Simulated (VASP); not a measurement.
The system is V.

```
V
1.0
     2.48000    0.00000    0.00000
     0.00000    2.48000    0.00000
     0.00000    0.00000    2.48000
V
1
Direct
  0.00000 0.00000 0.00000
```

| Item | Value |
| --- | --- |
| Program | VASP 6.6.1 |
| Task | relaxation of cell and atoms |
| Functional | PBE |
| Potentials or basis | VASP PAW PBE potentials, release 64 (V_sv) |
| Cutoff | 600 eV |
| k mesh | 9 × 9 × 9 |
| Occupations | fermi-dirac, width 0.05 eV |
| Spin | collinear spin, ferromagnetic start |
| Starting moments | [1.5] μB |

At the start: pressure -5.3 GPa; volume 15.25 Å³/atom.

Where does the relaxation end?

Over 3 steps the energy falls by 11.0 meV/atom and the volume is 14.61 Å³/atom (-4.2 %); space group Pm-3m (No. 221, to 0.05 Å); moment 0.00 μB per cell.

The path:
```tsv
step	energy change (eV)	largest force (eV/Å)	pressure (GPa)	volume (Å³)
1	0.0000	0.0000	-5.28	15.25
2	-0.0054	0.0000	4.29	14.17
3	-0.0110	0.0000	-0.01	14.61
```

Final structure:
```xyz
1
Lattice="2.4446 0.0000 0.0000 0.0000 2.4446 0.0000 0.0000 0.0000 2.4446" Properties=species:S:1:pos:R:3 pbc="T T T"
V     0.0000    0.0000    0.0000
```
